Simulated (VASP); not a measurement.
A run of VASP 6.6.1:

INCAR

```
SYSTEM = SrVO3
ALGO = Normal ; EDIFF = 1E-6
ENCUT = 910 ; GGA = PE
GGA_COMPAT = .False. ; ISIF = 2
ISMEAR = -1 ; ISPIN = 2
LASPH = .True. ; LCHARG = .False.
LDAU = .True. ; LDAUJ = 0 0 0
LDAUL = -1 2 -1 ; LDAUPRINT = 1
LDAUTYPE = 2 ; LDAUU = 0 6.2 0
LMAXMIX = 4 ; LORBIT = 11
LREAL = .False. ; LWAVE = .False.
MAGMOM = 0 1.66 0 0 0 ; NBANDS = 32
NELM = 200 ; NUPDOWN = 1.66
PREC = Accurate ; SIGMA = 0.1
```

KPOINTS

```
k-points
0
Gamma
  5 5 5
  0 0 0
```

The input POSCAR:

```
SrVO3
1.0
    3.8425000000      0.0000000000      0.0000000000
    0.0000000000      3.8425000000      0.0000000000
    0.0000000000      0.0000000000      3.8425000000
Sr V O
1 1 3
Direct
    0.0000000000      0.0000000000      0.0000000000
    0.5000000000      0.5000000000      0.5000000000
    0.5000000000      0.0000000000      0.5000000000
    0.0000000000      0.5000000000      0.5000000000
    0.5000000000      0.5000000000      0.0000000000
```

Potentials or basis: VASP PAW PBE potentials, release 64 (Sr_sv, V_sv, O_h).

Command:

```bash
$ cat potpaw_PBE.64/Sr_sv/POTCAR potpaw_PBE.64/V_sv/POTCAR potpaw_PBE.64/O_h/POTCAR > POTCAR
$ mpirun -np 1 vasp_std > vasp.out
```

Hardware: 1 thread of Intel(R) Xeon(R) 6975P-C (Granite Rapids), on a shared host.

Task: How long does it take, and how much memory?

Result: Run time: 52 s on 1 thread of Intel(R) Xeon(R) 6975P-C (Granite Rapids), with other jobs on the host, peak memory 0.33 GiB. Counts: scf iterations 16, k points 10.
